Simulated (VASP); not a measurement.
# ZnSe (Pm-3m) in VASP: a series of runs, part 2 of 2

VASP 6.6.1. The steps go on from the part before.

## (3) Single point, PBEsol, collinear spin, zero start

The input, INCAR:

```
SYSTEM = ZnSe
PREC = Accurate
ENCUT = 520
EDIFF = 1E-6
ISMEAR = -1
SIGMA = 0.02
LREAL = .False.
LASPH = .True.
NELM = 150
ALGO = Normal
ISIF = 2
LWAVE = .False.
LCHARG = .False.
ISPIN = 2
MAGMOM = 0 0
LORBIT = 11
GGA = PS
NBANDS = 20
```

The input, KPOINTS:

```
regular mesh
0
Gamma
  6 6 6
  0 0 0
```

The input, POSCAR:

```
ZnSe
1.0
    3.3251530431      0.0000000000      0.0000000000
    0.0000000000      3.3251530431      0.0000000000
    0.0000000000      0.0000000000      3.3251530431
Zn Se
1 1
Direct
    0.0000000000      0.0000000000      0.0000000000
    0.5000000000      0.5000000000      0.5000000000
```

Potentials or basis: VASP PAW PBE potentials, release 64 (Zn, Se).

On the command line:

```bash
$ cat potpaw_PBE.64/Zn/POTCAR potpaw_PBE.64/Se/POTCAR > POTCAR
$ mpirun -np 1 vasp_std > vasp.out
```

OUTCAR:

```text
SYSTEM = ZnSe
   PREC = Accurate
   ENCUT = 520
   EDIFF = 1E-6
   ISMEAR = -1
   LREAL = .False.
   LASPH = .True.
   NELM = 150
   ISIF = 2
   ISPIN = 2
   LORBIT = 11
   GGA = PS

 ion  position               nearest neighbor table
   1  0.000  0.000  0.000-   2 2.88   2 2.88   2 2.88   2 2.88   2 2.88   2 2.88   2 2.88   2 2.88

   2  0.500  0.500  0.500-   1 2.88   1 2.88   1 2.88   1 2.88   1 2.88   1 2.88   1 2.88   1 2.88

  LATTYP: Found a simple cubic cell.
 ALAT       =     3.3251530431

  Lattice vectors:

 A1 = (   3.3251530431,   0.0000000000,   0.0000000000)
 A2 = (   0.0000000000,   3.3251530431,   0.0000000000)
 A3 = (   0.0000000000,   0.0000000000,   3.3251530431)

Analysis of symmetry for initial positions (statically):
=====================================================================
 Subroutine PRICEL returns:
 Original cell was already a primitive cell.

 Routine SETGRP: Setting up the symmetry group for a
 simple cubic supercell.

 Subroutine GETGRP returns: Found 48 space group operations
 (whereof 48 operations were pure point group operations)
 out of a pool of 48 trial point group operations.

The static configuration has the point symmetry O_h .

Analysis of symmetry for dynamics (positions and initial velocities):
=====================================================================
 Subroutine PRICEL returns:
 Original cell was already a primitive cell.

 Routine SETGRP: Setting up the symmetry group for a
 simple cubic supercell.

 Subroutine GETGRP returns: Found 48 space group operations
 (whereof 48 operations were pure point group operations)
 out of a pool of 48 trial point group operations.

The dynamic configuration has the point symmetry O_h .

Analysis of structural, dynamic, and magnetic symmetry:
=====================================================================
 Subroutine PRICEL returns:
 Original cell was already a primitive cell.

 Routine SETGRP: Setting up the symmetry group for a
 simple cubic supercell.

 Subroutine GETGRP returns: Found 48 space group operations
 (whereof 48 operations were pure point group operations)
 out of a pool of 48 trial point group operations.

The overall configuration has the point symmetry O_h .

 Subroutine INISYM returns: Found 48 space group operations
 (whereof 48 operations are pure point group operations),
 and found     1 'primitive' translations

----------------------------------------------------------------------------------------

                                     Primitive cell

  volume of cell :      36.7650

  direct lattice vectors                    reciprocal lattice vectors
     3.325153043  0.000000000  0.000000000     0.300738037  0.000000000  0.000000000
     0.000000000  3.325153043  0.000000000     0.000000000  0.300738037  0.000000000
     0.000000000  0.000000000  3.325153043     0.000000000  0.000000000  0.300738037

  length of vectors
     3.325153043  3.325153043  3.325153043     0.300738037  0.300738037  0.300738037

  position of ions in fractional coordinates (direct lattice)
     0.000000000  0.000000000  0.000000000
     0.500000000  0.500000000  0.500000000

  ion indices of the primitive-cell ions
[... 62 lines left out ...]
   ISTART =      0    job   : 0-new  1-cont  2-samecut
   ICHARG =      2    charge: 1-file 2-atom 10-const
   ISPIN  =      2    spin polarized calculation?
   LNONCOLLINEAR =      F non collinear calculations
   LSORBIT =      F    spin-orbit coupling
   LASPH  =      T    aspherical Exc in radial PAW
   ENCUT  =  520.0 eV  38.22 Ry    6.18 a.u.   6.18  6.18  6.18*2*pi/ulx,y,z
   NELM   =    150;   NELMIN=  2; NELMDL= -5     # of ELM steps
   EDIFF  = 0.1E-05   stopping-criterion for ELM
   LREAL  =      F    real-space projection
   EDIFFG = 0.1E-04   stopping-criterion for IOM
   NSW    =      0    number of steps for IOM
   IBRION =     -1    ionic relax: 0-MD 1-quasi-New 2-CG
   NFREE  =      0    steps in history (QN), initial steepest desc. (CG)
   ISIF   =      2    stress and relaxation
   ISYM   =      2    0-nonsym 1-usesym 2-fastsym
   POTIM  = 0.5000    time-step for ionic-motion
   TEBEG  =    0.0;   TEEND  =   0.0 temperature during run
   PSTRESS=    0.0 pullay stress
   NELECT =      18.0000    total number of electrons
   NUPDOWN=      -1.0000    fix difference up-down
   EMIN   =  10.00;   EMAX   =-10.00  energy-range for DOS
   EFERMI =   0.00;   METHOD = LEGACY
   ISMEAR =    -1;   SIGMA  =   0.02  broadening in eV -4-tet -1-fermi 0-gaus
   EFERMI_NEDOS =   21; number of points for ismear=-14 and -15
   IALGO  =     38    algorithm
   IMIX   =      4    mixing-type and parameters
     AMIX     =   0.40;   BMIX     =  1.00
     AMIX_MAG =   1.60;   BMIX_MAG =  1.00
  volume/ion in A,a.u.               =      18.38       124.05
  Fermi-wavevector in a.u.,A,eV,Ry     =   1.290290  2.438295 22.651639  1.664849
  Thomas-Fermi vector in A             =   2.422131
   LORBIT       =     11    0 simple, 1 ext, 2 COOP (PROOUT), +10 PAW based schemes
   GGA     = PS    functional components
   LHFCALC =     F    Hartree Fock is set to
   AEXX    =    0.0000 exact exchange contribution
   IVDW    =     0    specifies the selected vdW correction
   LEPSILON=     F    determine dielectric tensor
   LRPA    =     F    only Hartree local field effects (RPA)
 spin polarized calculation
  energy-cutoff  :      520.00
  volume of cell :       36.77
 maximum number of plane-waves:      1021
 NGX is ok and might be reduce to    28
   NGX = 13   NGY = 13   NGZ = 13

 number of electron      17.9999997 magnetization       0.0001383

 number of electron      17.9999997 magnetization      -0.0000011

 Free energy of the ion-electron system (eV)
  ---------------------------------------------------
  ext. energy  EPLUGINS =         0.00000000
  ---------------------------------------------------
  free energy    TOTEN  =        -5.22965031 eV

  energy without entropy =       -5.22693042  energy(sigma->0) =       -5.22829037

 E-fermi :   3.9548     XC(G=0): -10.9431

 val. band max:        3.9371371451   @ k =   0.3333   0.1667   0.0000
 cond. band min:       4.0795785745   @ k =   0.5000   0.3333   0.3333
 fundamental gap:      0.1424414294
 Fermi energy:         3.9547702444

 spin component 1

 k-point     1 :       0.0000    0.0000    0.0000
  band No.  band energies     occupation
      1     -10.6923      1.00000
      2      -3.0925      1.00000
      3      -3.0925      1.00000
      4      -2.7864      1.00000
      5      -2.7864      1.00000
      6      -2.7864      1.00000
[... 436 lines left out ...]
      6      -2.6633      1.00000
[... 12 lines left out ...]
     19      26.9169      0.00000
     20      26.9169      0.00000
 Fermi energy:         3.9547702444

 spin component 2

 k-point     1 :       0.0000    0.0000    0.0000
  band No.  band energies     occupation
      1     -10.6922      1.00000
      2      -3.0925      1.00000
      3      -3.0925      1.00000
      4      -2.7863      1.00000
      5      -2.7863      1.00000
      6      -2.7863      1.00000
[... 449 lines left out ...]
     19      26.9169      0.00000
     20      26.9169      0.00000

------------------------ aborting loop because EDIFF is reached ----------------------------------------

  FORCE on cell =-STRESS in cart. coord.  units (eV):
  Direction    XX          YY          ZZ          XY          YZ          ZX
  --------------------------------------------------------------------------------------
  -------------------------------------------------------------------------------------
  Total       -0.6596647     -0.6596647     -0.6596647     -0.0000000     -0.0000000      0.0000000
  in kB      -28.7474215    -28.7474215    -28.7474215     -0.0000000     -0.0000000      0.0000000
  external PRESSURE =     -28.7474215 kB  Pullay stress =       0.0000000 kB

 VOLUME and BASIS-vectors are now :
 -----------------------------------------------------------------------------
  energy-cutoff  :      520.00
  volume of cell :       36.77
      direct lattice vectors                 reciprocal lattice vectors
     3.325153043  0.000000000  0.000000000     0.300738037  0.000000000  0.000000000
     0.000000000  3.325153043  0.000000000     0.000000000  0.300738037  0.000000000
     0.000000000  0.000000000  3.325153043     0.000000000  0.000000000  0.300738037

 POSITION                                       TOTAL-FORCE (eV/Angst)
 -----------------------------------------------------------------------------------
      0.00000      0.00000      0.00000         0.000000      0.000000      0.000000
      1.66258      1.66258      1.66258         0.000000      0.000000      0.000000
 -----------------------------------------------------------------------------------
    total drift:                               -0.000000      0.000000     -0.000000

  FREE ENERGIE OF THE ION-ELECTRON SYSTEM (eV)
  ---------------------------------------------------
  free  energy   TOTEN  =        -5.2296503134 eV

  energy  without entropy=       -5.2269304170  energy(sigma->0) =       -5.22829037

 total charge

# of ion       s       p       d       tot
------------------------------------------
    1        0.545   0.265   9.775  10.585
    2        1.504   2.190   0.043   3.737
--------------------------------------------------
tot          2.049   2.454   9.819  14.322

 magnetization (x)

# of ion       s       p       d       tot
------------------------------------------
    1        0.000   0.000   0.000   0.000
    2        0.000   0.000   0.000   0.000
--------------------------------------------------
tot          0.000   0.000   0.000   0.000
```

stdout:

```text
POSCAR found type information on POSCAR ZnSe
 POSCAR found :  2 types and       2 ions
 scaLAPACK will be used
 -----------------------------------------------------------------------------
|                                                                             |
|                                                                             |
|     You enforced a specific xc type in the INCAR file but a different       |
|     I HOPE YOU KNOW WHAT YOU ARE DOING!                                     |
|                                                                             |
 -----------------------------------------------------------------------------

 LDA part: xc-table for (Slater+PW92), standard interpolation
 POSCAR, INCAR and KPOINTS ok, starting setup
 FFT: planning ... GRIDC
 FFT: planning ... GRID_SOFT
 FFT: planning ... GRID
 WAVECAR not read
 entering main loop
```

Run time: 11 s. Hardware: 1 thread of Intel Xeon 6975P-C (Granite Rapids), shared host; peak memory 0.18 GiB.

Results:

```
Free energy                                           : -5.2297 eV
Pressure                                              : -2.9 GPa
Band gap on the k mesh                                : zero (filled and empty bands overlap)
Net moment                                            : 0.00 μB per cell
Valence electrons inside the program's atomic spheres : Zn 10.59; Se 3.74
```

Levels at points of the mesh, in eV from the Fermi level:
Spin up:
```csv
k point,band 6,band 7,band 8,band 9,band 10,band 11,band 12,band 13
"(0.00, 0.00, 0.00)",-6.74,-1.24,-1.20,-1.20,-1.20,5.75,5.75,11.18
"(0.50, 0.00, 0.00)",-6.73,-6.23,0.26,0.26,3.19,4.32,6.57,6.57
"(0.50, 0.50, 0.00)",-6.61,-5.22,-5.22,-2.16,0.69,7.86,7.86,8.66
"(0.50, 0.50, 0.50)",-6.62,-2.72,-2.72,-2.72,0.99,0.99,0.99,1.13
```
Spin down:
```tsv
k point	band 7	band 8	band 9	band 10	band 11	band 12
(0.00, 0.00, 0.00)	-1.24	-1.20	-1.20	-1.20	5.75	5.75
(0.50, 0.00, 0.00)	-6.23	0.26	0.26	3.19	4.32	6.57
(0.50, 0.50, 0.00)	-5.22	-5.22	-2.16	0.69	7.86	7.86
(0.50, 0.50, 0.50)	-2.72	-2.72	-2.72	0.99	0.99	0.99
```

Caveat: the PAW data sets were made with another functional, which shifts forces and pressure a little.
